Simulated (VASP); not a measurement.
A run of VASP 6.6.1 is set up as follows.

File INCAR:

```
SYSTEM = Fe
  PREC = Accurate
  ENCUT = 690
  EDIFF = 1E-6
  ISMEAR = -1
  SIGMA = 0.05
  LREAL = .False.
  LASPH = .True.
  NELM = 200
  ALGO = Normal
  ISIF = 2
  LWAVE = .False.
  LCHARG = .False.
  ISPIN = 2
  MAGMOM = 3
  LORBIT = 11
  LMAXMIX = 4
  GGA = B5
  ALDAX = 1.0
  AGGAX = 1.0
  AGGAC = 1.0
  ALDAC = 0.0
  IVDW = 13
  VDW_S6 = 1.0
  VDW_S8 = 2.34076671
  VDW_A1 = 0.44488865
  VDW_A2 = 4.0933009
  NBANDS = 18
  GGA_COMPAT = .False.
```

Contents of KPOINTS:

```
regular mesh
0
Gamma
  13 13 13
  0 0 0
```

Contents of POSCAR:

```
Fe
1.0
   -1.4525565699      1.4525565699      1.4525565699
    1.4525565699     -1.4525565699      1.4525565699
    1.4525565699      1.4525565699     -1.4525565699
Fe
1
Direct
    0.0000000000      0.0000000000      0.0000000000
```

Potentials or basis: VASP PAW PBE potentials, release 64 (Fe_sv).

Command:

```sh
$ cat potpaw_PBE.64/Fe_sv/POTCAR > POTCAR
$ mpirun -np 1 vasp_std > vasp.out
```

(1) What does it give for the pressure?

(2) Predict the net moment.

(3) Estimate the site moments.

Results:

(1) -14.3 GPa.

(2) 2.26 μB per cell.

(3) Fe +2.27 μB.

Caveat: the cell stands under tension; the PAW data sets were made with another functional, which shifts forces and pressure a little.
